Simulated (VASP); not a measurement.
## WS2 (Tungstenite): single point with RPBE+D3(BJ)

Crystal: WS2 (Tungstenite).

```
CELL_PARAMETERS angstrom
3.11508 0.00000 0.00000
-1.55754 2.69774 0.00000
0.00000 0.00000 12.24483
ATOMIC_POSITIONS crystal
W 0.66667 0.33333 0.75000
W 0.33333 0.66667 0.25000
S 0.66667 0.33333 0.37500
S 0.33333 0.66667 0.87500
S 0.66667 0.33333 0.12500
S 0.33333 0.66667 0.62500
```

| Property | Result |
| --- | --- |
| Program | VASP 6.6.1 |
| Task | single point |
| Functional | RPBE |
| Dispersion | D3(BJ) |
| Potentials or basis | VASP PAW PBE potentials, release 64 (W_sv, S) |
| Cutoff | 520 eV |
| k mesh | 10 × 10 × 3 |
| Occupations | fermi-dirac, width 0.05 eV |
| Spin | no spin polarisation |
| Dipole correction | no |
| Further INCAR settings | ALGO = Normal; EDIFF = 1e-07; NBANDS = 35 |

```json
{
 "Pressure": "-4.6 GPa",
 "Largest force": "0.886 eV/Å",
 "Band gap on the k mesh": "1.13 eV, indirect (least direct gap 2.26 eV)",
 "Dispersion energy per atom": "-2.213 eV"
}
```

Forces on the atoms (eV/Å):
```
W    0.000  0.000  0.000
W    0.000  0.000  0.000
S    0.000  0.000  0.886
S    0.000  0.000  0.886
S    0.000  0.000 -0.886
S    0.000  0.000 -0.886
```

Stress tensor (GPa, compression positive):
```
-8.41  0.00  0.00
 0.00 -8.41  0.00
 0.00  0.00  3.03
```

Levels at points of the mesh, in eV from the valence-band top:
```tsv
k point	band 22	band 23	band 24	band 25	band 26	band 27	band 28	band 29	band 30	band 31
(0.00, 0.00, 0.00)	-2.42	-2.42	-1.65	-1.26	0.00	2.35	2.35	2.35	2.35	2.52
(0.50, 0.00, 0.00)	-2.87	-2.11	-1.93	-1.83	-1.66	2.38	2.43	2.75	3.02	3.28
```

Run time: 3.1 min on 1 thread of AMD EPYC 7R43 64-Core Processor (Zen 3) (shared host), peak memory 0.23 GiB.

Caveat: the PAW data sets were made with another functional, which shifts forces and pressure a little; spin-orbit coupling is left out, which moves the levels of the heavy elements. A k mesh can miss the band edges.
